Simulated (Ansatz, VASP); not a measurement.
# One calculation of AlN, two programs

```
CELL_PARAMETERS angstrom
0.00000 1.94582 2.75138
1.94582 0.00000 2.75138
1.94582 1.94582 0.00000
ATOMIC_POSITIONS crystal
Al 0.00000 0.00000 0.00000
N 0.75000 0.75000 0.75000
```

Alike in both runs: task single point; functional r2SCAN; k mesh 10 × 10 × 10; occupations gaussian, width 0.05 eV; no spin polarisation.

```csv
,VASP,Ansatz
version,VASP 6.6.1,Ansatz 0.2.0
potentials or method,"VASP PAW PBE potentials, release 64 (Al, N), cutoff 520 eV","scalar-relativistic, plane waves, PAW"
valence electrons in the cell,8,8
```

```csv
,VASP,Ansatz,Ansatz less VASP
gap on the k mesh at the Fermi level (eV),1.64,1.62,-0.017
least direct gap on the mesh (eV),2.03,2.01,-0.020
pressure (GPa),-4.8,-4.4,+0.41
"traceless stress, the component that is largest in VASP (GPa)",-76.69,-76.51,+0.179
```

VASP's potentials were made for PBE, not for r2SCAN.
